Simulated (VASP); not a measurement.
Set up this calculation in VASP 6.6.1, as the native input.

* Task: single point
* Functional: PBEsol
* Potentials or basis: VASP PAW PBE potentials, release 64 (Pb_d, F)
* Cutoff: 520 eV
* k mesh: 6 × 6 × 6
* Occupations: gaussian, width 0.01 eV
* Spin: no spin polarisation
* Dipole correction: no
* Further INCAR settings: ALGO = Normal; EDIFF = 1e-06; NBANDS = 21

The structure of PbF2 lies in POSCAR:

```
PbF2
1.0
    0.0000000000      2.8752759919      2.8752759919
    2.8752759919      0.0000000000      2.8752759919
    2.8752759919      2.8752759919      0.0000000000
Pb F
1 2
Direct
    0.0000000000      0.0000000000      0.0000000000
    0.2500000000      0.2500000000      0.2500000000
    0.7500000000      0.7500000000      0.7500000000
```

These files were run (other wordings do the same):

INCAR

```
SYSTEM = PbF2
PREC = Accurate ; ENCUT = 520
EDIFF = 1E-6 ; ISMEAR = 0
SIGMA = 0.01 ; LREAL = .False.
LASPH = .True. ; NELM = 80
ALGO = Normal ; ISIF = 2
LWAVE = .False. ; LCHARG = .False.
GGA = PS ; NBANDS = 21
```

KPOINTS

```
regular mesh
0
Gamma
  6 6 6
  0 0 0
```

Potentials or basis: VASP PAW PBE potentials, release 64 (Pb_d, F).

Run with:

```sh
$ cat potpaw_PBE.64/Pb_d/POTCAR potpaw_PBE.64/F/POTCAR > POTCAR
$ mpirun -np 1 vasp_std > vasp.out
```

Results of the run:

```yaml
Pressure: 6.8 GPa
Band_gap_on_the_k_mesh: 4.30 eV (least direct gap 4.43 eV)
```

Caveat: the cell stands under pressure; the PAW data sets were made with another functional, which shifts forces and pressure a little; spin-orbit coupling is left out, which moves the levels of the heavy elements.

It took 24 s on 1 thread of Intel Xeon 8259CL, with other jobs on the host, peak memory 0.17 GiB.
